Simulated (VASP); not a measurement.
# LuMnIn (P-6m2) in VASP: further runs

Runs on LuMnIn. Level: PBE. Tasks: single point.

Program: VASP 6.6.1. These are calculated values, not measurements. Logs are shortened: lines on timing, memory, paths and dates and some standing lists are left out, and cuts for length are marked.

**1. The cell of the first run**

The structure is hexagonal, space group P-6m2 (No. 187). Conventional cell: a = 4.607 Å, b = 4.607 Å, c = 3.308 Å, α = 90.00°, β = 90.00°, γ = 120.00°. Within 4.1 Å of Lu (site symmetry -6m2) lie 6 Mn at 3.13 Å and 6 In at 3.13 Å and 2 Lu at 3.31 Å. Mn (site symmetry -6m2) has 3 In at 2.66 Å and 6 Lu at 3.13 Å and 2 Mn at 3.31 Å within 3.5 Å. Within 3.5 Å of In (site symmetry -6m2) lie 3 Mn at 2.66 Å and 6 Lu at 3.13 Å and 2 In at 3.31 Å.

**2. Single point, PBE, collinear spin, ferromagnetic start**

Contents of INCAR:

```
SYSTEM = LuMnIn
PREC = Accurate
ENCUT = 520
EDIFF = 1E-7
ISMEAR = -1
SIGMA = 0.15
LREAL = .FALSE.
LASPH = .TRUE.
NELM = 150
ALGO = Normal
ISIF = 2
LWAVE = .FALSE.
LCHARG = .FALSE.
ISPIN = 2
MAGMOM = 0 2.8 0
LORBIT = 11
LMAXMIX = 4
GGA = PE
NBANDS = 36
```

Contents of KPOINTS:

```
regular mesh
0
G
  7 7 9
  0 0 0
```

Contents of POSCAR:

```
LuMnIn
1.0
    4.6067253307      0.0000000000      0.0000000000
   -2.3033626654      3.9895408860      0.0000000000
    0.0000000000      0.0000000000      3.3075226975
Lu Mn In
1 1 1
Direct
    0.0000000000      0.0000000000      0.0000000000
    0.3333333333      0.6666666667      0.5000000000
    0.6666666667      0.3333333333      0.5000000000
```

Potentials or basis: VASP PAW PBE potentials, release 64 (Lu, Mn_pv, In_d).

On the command line:

```console
$ cat potpaw_PBE.64/Lu/POTCAR potpaw_PBE.64/Mn_pv/POTCAR potpaw_PBE.64/In_d/POTCAR > POTCAR
$ mpirun -np 1 vasp_std > vasp.out
```

OUTCAR:

```text
SYSTEM = LuMnIn
   PREC = Accurate
   ENCUT = 520
   EDIFF = 1E-7
   ISMEAR = -1
   LREAL = .FALSE.
   LASPH = .TRUE.
   NELM = 150
   ISIF = 2
   ISPIN = 2
   LORBIT = 11
   GGA = PE

 ion  position               nearest neighbor table
   1  0.000  0.000  0.000-   2 3.13   2 3.13   3 3.13   3 3.13   2 3.13   3 3.13   2 3.13   3 3.13
                             3 3.13   3 3.13   2 3.13   2 3.13
   2  0.333  0.667  0.500-   3 2.66   3 2.66   3 2.66   1 3.13   1 3.13   1 3.13   1 3.13   1 3.13
                             1 3.13
   3  0.667  0.333  0.500-   2 2.66   2 2.66   2 2.66   1 3.13   1 3.13   1 3.13   1 3.13   1 3.13
                             1 3.13

  LATTYP: Found a hexagonal cell.
 ALAT       =     4.6067253307
 C/A-ratio  =     0.7179769706

  Lattice vectors:

 A1 = (   4.6067253307,   0.0000000000,   0.0000000000)
 A2 = (  -2.3033626654,   3.9895408860,   0.0000000000)
 A3 = (   0.0000000000,   0.0000000000,   3.3075226975)

Analysis of symmetry for initial positions (statically):
=====================================================================
 Subroutine PRICEL returns:
 Original cell was already a primitive cell.

 Routine SETGRP: Setting up the symmetry group for a
 hexagonal supercell.

 Subroutine GETGRP returns: Found 12 space group operations
 (whereof 12 operations were pure point group operations)
 out of a pool of 24 trial point group operations.

The static configuration has the point symmetry D_3h.

Analysis of symmetry for dynamics (positions and initial velocities):
=====================================================================
 Subroutine PRICEL returns:
 Original cell was already a primitive cell.

 Routine SETGRP: Setting up the symmetry group for a
 hexagonal supercell.

 Subroutine GETGRP returns: Found 12 space group operations
 (whereof 12 operations were pure point group operations)
 out of a pool of 24 trial point group operations.

The dynamic configuration has the point symmetry D_3h.

Analysis of structural, dynamic, and magnetic symmetry:
=====================================================================
 Subroutine PRICEL returns:
 Original cell was already a primitive cell.

 Routine SETGRP: Setting up the symmetry group for a
 hexagonal supercell.

 Subroutine GETGRP returns: Found 12 space group operations
 (whereof 12 operations were pure point group operations)
 out of a pool of 24 trial point group operations.

The overall configuration has the point symmetry D_3h.

 Subroutine INISYM returns: Found 12 space group operations
 (whereof 12 operations are pure point group operations),
 and found     1 'primitive' translations

----------------------------------------------------------------------------------------

                                     Primitive cell

  volume of cell :      60.7880

  direct lattice vectors                    reciprocal lattice vectors
     4.606725331  0.000000000  0.000000000     0.217073936  0.125327704  0.000000000
    -2.303362665  3.989540886  0.000000000     0.000000000  0.250655408  0.000000000
     0.000000000  0.000000000  3.307522698     0.000000000  0.000000000  0.302341085

  length of vectors
     4.606725331  4.606725089  3.307522698     0.250655395  0.250655408  0.302341085

  position of ions in fractional coordinates (direct lattice)
     0.000000000  0.000000000  0.000000000
     0.333333333  0.666666667  0.500000000
     0.666666667  0.333333333  0.500000000

  ion indices of the primitive-cell ions
   primitive index   ion index
                 1           1
                 2           2
                 3           3

----------------------------------------------------------------------------------------

 KPOINTS: regular mesh

Automatic generation of k-mesh.
 Grid dimensions read from file:
 generate k-points for:    7    7    9

 Generating k-lattice:

  Cartesian coordinates                     Fractional coordinates (reciprocal lattice)
     0.031010562  0.017903958  0.000000000     0.142857143 -0.000000000  0.000000000
     0.000000000  0.035807915  0.000000000     0.000000000  0.142857143  0.000000000
     0.000000000  0.000000000  0.033593454     0.000000000  0.000000000  0.111111111

  Length of vectors
     0.035807914  0.035807915  0.033593454

  Shift w.r.t. Gamma in fractional coordinates (k-lattice)
     0.000000000  0.000000000  0.000000000

 Subroutine IBZKPT returns following result:
 ===========================================

 Found     40 irreducible k-points:

 Following reciprocal coordinates:
            Coordinates               Weight
  0.000000  0.000000  0.000000      1.000000
  0.142857  0.000000  0.000000      6.000000
  0.285714  0.000000  0.000000      6.000000
  0.428571  0.000000  0.000000      6.000000
  0.142857  0.142857  0.000000      6.000000
  0.285714  0.142857  0.000000     12.000000
[... 16 lines left out ...]
  0.428571  0.142857  0.222222     12.000000
  0.285714  0.285714  0.222222     12.000000
 [... further k-points ...]
   k-points           NKPTS =     40   k-points in BZ     NKDIM =     40   number of bands    NBANDS=     36
   number of dos      NEDOS =    301   number of ions     NIONS =      3
   total plane-waves  NPLWV =  36288
   dimension x,y,z NGX =    36 NGY =   36 NGZ =   28
   dimension x,y,z NGXF=    72 NGYF=   72 NGZF=   56
   ions per type =               1   1   1
   NGX,Y,Z   is equivalent  to a cutoff of  12.99, 12.99, 14.07 a.u.
   NGXF,Y,Z  is equivalent  to a cutoff of  25.98, 25.98, 28.15 a.u.
 SYSTEM =  LuMnIn
   PREC   = accura    normal or accurate (medium, high low for compatibility)
   ISTART =      0    job   : 0-new  1-cont  2-samecut
   ICHARG =      2    charge: 1-file 2-atom 10-const
   ISPIN  =      2    spin polarized calculation?
   LNONCOLLINEAR =      F non collinear calculations
   LSORBIT =      F    spin-orbit coupling
   LASPH  =      T    aspherical Exc in radial PAW
   ENCUT  =  520.0 eV  38.22 Ry    6.18 a.u.   8.57  8.57  6.15*2*pi/ulx,y,z
   NELM   =    150;   NELMIN=  2; NELMDL= -5     # of ELM steps
   EDIFF  = 0.1E-06   stopping-criterion for ELM
   LREAL  =      F    real-space projection
   EDIFFG = 0.1E-05   stopping-criterion for IOM
   NSW    =      0    number of steps for IOM
   IBRION =     -1    ionic relax: 0-MD 1-quasi-New 2-CG
   NFREE  =      0    steps in history (QN), initial steepest desc. (CG)
   ISIF   =      2    stress and relaxation
   ISYM   =      2    0-nonsym 1-usesym 2-fastsym
   POTIM  = 0.5000    time-step for ionic-motion
   TEBEG  =    0.0;   TEEND  =   0.0 temperature during run
   PSTRESS=    0.0 pullay stress
   NELECT =      51.0000    total number of electrons
   NUPDOWN=      -1.0000    fix difference up-down
   EMIN   =  10.00;   EMAX   =-10.00  energy-range for DOS
   EFERMI =   0.00;   METHOD = LEGACY
   ISMEAR =    -1;   SIGMA  =   0.15  broadening in eV -4-tet -1-fermi 0-gaus
   EFERMI_NEDOS =   21; number of points for ismear=-14 and -15
   IALGO  =     38    algorithm
   IMIX   =      4    mixing-type and parameters
     AMIX     =   0.40;   BMIX     =  1.00
     AMIX_MAG =   1.60;   BMIX_MAG =  1.00
  volume/ion in A,a.u.               =      20.26       136.74
  Fermi-wavevector in a.u.,A,eV,Ry     =   1.544041  2.917815 32.437147  2.384063
  Thomas-Fermi vector in A             =   2.649618
   LORBIT       =     11    0 simple, 1 ext, 2 COOP (PROOUT), +10 PAW based schemes
   GGA     = PE    functional components
   LHFCALC =     F    Hartree Fock is set to
   AEXX    =    0.0000 exact exchange contribution
   IVDW    =     0    specifies the selected vdW correction
   LEPSILON=     F    determine dielectric tensor
   LRPA    =     F    only Hartree local field effects (RPA)
 spin polarized calculation
  energy-cutoff  :      520.00
  volume of cell :       60.79
 maximum number of plane-waves:      1654
 NGX is ok and might be reduce to    36
   NGX = 17   NGY = 17   NGZ = 13

 number of electron      51.0000009 magnetization       3.3398257

 Free energy of the ion-electron system (eV)
  ---------------------------------------------------
  ext. energy  EPLUGINS =         0.00000000
  ---------------------------------------------------
  free energy    TOTEN  =       -16.22524284 eV

  energy without entropy =      -16.03462502  energy(sigma->0) =      -16.12993393

 E-fermi :   6.3542     XC(G=0): -11.5446

 val. band max:        6.2974447196   @ k =   0.2857   0.0000   0.4444
 cond. band min:       6.3640399392   @ k =   0.2857   0.1429   0.3333
 fundamental gap:      0.0665952197
 Fermi energy:         6.3542487150

 spin component 1

 k-point     1 :       0.0000    0.0000    0.0000
  band No.  band energies     occupation
      1     -49.6741      1.00000
      2     -43.3290      1.00000
      3     -43.3290      1.00000
      4     -43.2011      1.00000
      5     -20.3738      1.00000
      6     -20.3738      1.00000
[... 28 lines left out ...]
     35      14.6508      0.00000
     36      14.8495      0.00000
[... 866 lines left out ...]
      6     -20.3652      1.00000
[... 28 lines left out ...]
     35      14.9492      0.00000
     36      16.0295      0.00000

 [... further k-points ...]

 spin component 2

 k-point     1 :       0.0000    0.0000    0.0000
  band No.  band energies     occupation
      1     -49.7149      1.00000
      2     -39.7839      1.00000
      3     -39.7839      1.00000
      4     -39.6405      1.00000
      5     -20.4332      1.00000
      6     -20.4332      1.00000
[... 28 lines left out ...]
     35      14.9095      0.00000
     36      15.1254      0.00000
[... 866 lines left out ...]
      6     -20.4245      1.00000
[... 28 lines left out ...]
     35      15.4832      0.00000
     36      16.3399      0.00000

 [... further k-points ...]

------------------------ aborting loop because EDIFF is reached ----------------------------------------

  FORCE on cell =-STRESS in cart. coord.  units (eV):
  Direction    XX          YY          ZZ          XY          YZ          ZX
  --------------------------------------------------------------------------------------
  -------------------------------------------------------------------------------------
  Total        2.9223998      2.9223994      2.1418206     -0.0000000      0.0000000      0.0000000
  in kB       77.0250763     77.0250655     56.4515156     -0.0000000      0.0000000      0.0000000
  external PRESSURE =      70.1672191 kB  Pullay stress =       0.0000000 kB

 VOLUME and BASIS-vectors are now :
 -----------------------------------------------------------------------------
  energy-cutoff  :      520.00
  volume of cell :       60.79
      direct lattice vectors                 reciprocal lattice vectors
     4.606725331  0.000000000  0.000000000     0.217073936  0.125327704  0.000000000
    -2.303362665  3.989540886  0.000000000     0.000000000  0.250655408  0.000000000
     0.000000000  0.000000000  3.307522698     0.000000000  0.000000000  0.302341085

 POSITION                                       TOTAL-FORCE (eV/Angst)
 -----------------------------------------------------------------------------------
      0.00000      0.00000      0.00000         0.000000     -0.000000      0.000000
     -0.00000      2.65969      1.65376        -0.000000      0.000000      0.000000
      2.30336      1.32985      1.65376        -0.000000      0.000000      0.000000
 -----------------------------------------------------------------------------------
    total drift:                                0.000000      0.000001     -0.000000

  FREE ENERGIE OF THE ION-ELECTRON SYSTEM (eV)
  ---------------------------------------------------
  free  energy   TOTEN  =       -16.2252428366 eV

  energy  without entropy=      -16.0346250203  energy(sigma->0) =      -16.12993393

 total charge

# of ion       s       p       d       f       tot
--------------------------------------------------
    1        2.275   6.083   0.863  13.971  23.193
    2        0.330   6.231   4.981   0.000  11.542
    3        0.915   0.928   9.843   0.000  11.686
--------------------------------------------------
tot          3.520  13.242  15.687  13.971  46.420

 magnetization (x)

# of ion       s       p       d       f       tot
--------------------------------------------------
    1       -0.023  -0.006  -0.105   0.007  -0.127
    2        0.036   0.036   3.338   0.000   3.410
    3       -0.009  -0.028   0.005   0.000  -0.031
--------------------------------------------------
tot          0.005   0.002   3.239   0.007   3.252
```

Run time: 89 s. Hardware: 1 thread of Intel Xeon 6975P-C (Granite Rapids), shared host; peak memory 0.32 GiB.

What came out:

```yaml
Free_energy: -16.2252 eV
Pressure: 7.0 GPa
Net_moment: 3.34 μB per cell
Site_moments: Lu -0.13; Mn +3.41; In -0.03 μB
Valence_electrons_inside_the_program's_atomic_spheres: Lu 23.19; Mn 11.54; In 11.69
```

Stress tensor (GPa, compression positive):
```
7.70 0.00 0.00
0.00 7.70 0.00
0.00 0.00 5.65
```

Caveat: the cell stands under pressure; spin-orbit coupling is left out, which moves the levels of the heavy elements.

**3. Single point, PBE, collinear spin, ferromagnetic start**

This run uses another cell than the first one, of 20.85 Å³/atom.

Contents of INCAR:

```
SYSTEM = LuMnIn
  PREC = Accurate
  ENCUT = 520
  EDIFF = 1E-7
  ISMEAR = -1
  SIGMA = 0.15
  LREAL = .False.
  LASPH = .True.
  NELM = 150
  ALGO = Normal
  ISIF = 2
  LWAVE = .False.
  LCHARG = .False.
  ISPIN = 2
  MAGMOM = 0 2.8 0
  LORBIT = 11
  LMAXMIX = 4
  GGA = PE
  NBANDS = 36
```

Contents of KPOINTS:

```
regular mesh
0
Gamma
  7 7 9
  0 0 0
```

Contents of POSCAR:

```
LuMnIn
1.0
    4.6508115054      0.0000000000      0.0000000000
   -2.3254057527      4.0277206306      0.0000000000
    0.0000000000      0.0000000000      3.3391755556
Lu Mn In
1 1 1
Direct
    0.0000000000      0.0000000000      0.0000000000
    0.3333333333      0.6666666667      0.5000000000
    0.6666666667      0.3333333333      0.5000000000
```

Potentials or basis: VASP PAW PBE potentials, release 64 (Lu, Mn_pv, In_d).

On the command line:

```console
$ cat potpaw_PBE.64/Lu/POTCAR potpaw_PBE.64/Mn_pv/POTCAR potpaw_PBE.64/In_d/POTCAR > POTCAR
$ mpirun -np 1 vasp_std > vasp.out
```

Wall time 86 s (1 thread of Intel Xeon 6975P-C (Granite Rapids), shared host); peak memory 0.32 GiB.

Results (log left out):

```yaml
Free_energy: -16.2886 eV
Pressure: 4.4 GPa
Net_moment: 3.40 μB per cell
Site_moments: Lu -0.13; Mn +3.47; In -0.03 μB
Valence_electrons_inside_the_program's_atomic_spheres: Lu 23.15; Mn 11.51; In 11.65
```

Stress tensor (GPa, compression positive):
```
4.84 0.00 0.00
0.00 4.84 0.00
0.00 0.00 3.62
```

Levels at points of the mesh, in eV from the Fermi level:
Spin up:
```csv
k point,band 24,band 25,band 26,band 27,band 28,band 29,band 30,band 31
"(0.00, 0.00, 0.00)",-2.04,-2.04,-0.53,-0.53,0.32,2.70,4.26,4.26
```
Spin down:
| k point | band 20 | band 21 | band 22 | band 23 | band 24 | band 25 | band 26 | band 27 | band 28 | band 29 |
| --- | --- | --- | --- | --- | --- | --- | --- | --- | --- | --- |
| (0.00, 0.00, 0.00) | -4.86 | -1.71 | -1.71 | -1.04 | 0.43 | 0.73 | 0.73 | 1.14 | 1.14 | 3.83 |

Caveat: the cell stands under pressure; spin-orbit coupling is left out, which moves the levels of the heavy elements.

**4. Single point, PBE, collinear spin, ferromagnetic start**

This run uses another cell than the first one, of 21.44 Å³/atom.

Contents of INCAR:

```
SYSTEM = LuMnIn
PREC = Accurate ; ENCUT = 520
EDIFF = 1E-6 ; ISMEAR = -1
SIGMA = 0.15 ; LREAL = .False.
LASPH = .True. ; NELM = 150
ALGO = Normal ; ISIF = 2
LWAVE = .False. ; LCHARG = .False.
ISPIN = 2 ; MAGMOM = 0 2.8 0
LORBIT = 11 ; LMAXMIX = 4
GGA = PE ; NBANDS = 36
```

Contents of KPOINTS:

```
Automatic mesh
0
Gamma
  7 7 9
  0 0 0
```

Contents of POSCAR:

```
LuMnIn
1.0
    4.6940773528      0.0000000000      0.0000000000
   -2.3470386764      4.0651899509      0.0000000000
    0.0000000000      0.0000000000      3.3702394377
Lu Mn In
1 1 1
Direct
    0.0000000000      0.0000000000      0.0000000000
    0.3333333333      0.6666666667      0.5000000000
    0.6666666667      0.3333333333      0.5000000000
```

On the command line:

```console
$ cat potpaw_PBE.64/Lu/POTCAR potpaw_PBE.64/Mn_pv/POTCAR potpaw_PBE.64/In_d/POTCAR > POTCAR
$ mpirun -np 1 vasp_std > vasp.out
```

Wall time 78 s (1 thread of Intel Xeon 6975P-C (Granite Rapids), shared host); peak memory 0.32 GiB.

Results (log left out):

| Item | Value |
| --- | --- |
| Free energy | -16.3254 eV |
| Pressure | 2.1 GPa |
| Net moment | 3.46 μB per cell |
| Site moments | Lu -0.13; Mn +3.53; In -0.03 μB |
| Valence electrons inside the program's atomic spheres | Lu 23.12; Mn 11.49; In 11.62 |

Stress tensor (GPa, compression positive):
```
2.29 0.00 0.00
0.00 2.29 0.00
0.00 0.00 1.77
```

Levels at points of the mesh, in eV from the Fermi level:
Spin up:
| k point | band 24 | band 25 | band 26 | band 27 | band 28 | band 29 | band 30 | band 31 |
| --- | --- | --- | --- | --- | --- | --- | --- | --- |
| (0.00, 0.00, 0.00) | -2.09 | -2.09 | -0.53 | -0.53 | 0.30 | 2.54 | 4.09 | 4.09 |
Spin down:
| k point | band 20 | band 21 | band 22 | band 23 | band 24 | band 25 | band 26 | band 27 | band 28 | band 29 |
| --- | --- | --- | --- | --- | --- | --- | --- | --- | --- | --- |
| (0.00, 0.00, 0.00) | -4.93 | -1.66 | -1.66 | -0.99 | 0.39 | 0.73 | 0.73 | 1.14 | 1.14 | 3.69 |

Caveat: spin-orbit coupling is left out, which moves the levels of the heavy elements.

**5. Overview**

```csv
cell,gap on the mesh (eV),pressure (GPa),moment (μB)
"a = 4.607, b = 4.607, c = 3.308 Å, angles 90.0, 90.0, 120.0°, 3 atoms",none,7.0,3.34
"a = 4.651, b = 4.651, c = 3.339 Å, angles 90.0, 90.0, 120.0°, 3 atoms",none,4.4,3.40
"a = 4.694, b = 4.694, c = 3.370 Å, angles 90.0, 90.0, 120.0°, 3 atoms",none,2.1,3.46
```

Alike in all rows: task single point; level PBE; potentials or basis VASP PAW PBE potentials, release 64 (Lu, Mn_pv, In_d); spin collinear, ferromagnetic start; k mesh 7 × 7 × 9; cutoff (eV) 520; smearing fermi-dirac 0.15 eV.

Caveats: spin-orbit coupling is left out, which moves the levels of the heavy elements; the cell stands under pressure (at least some runs).

Absolute energies hang on the potentials; compare differences alone.
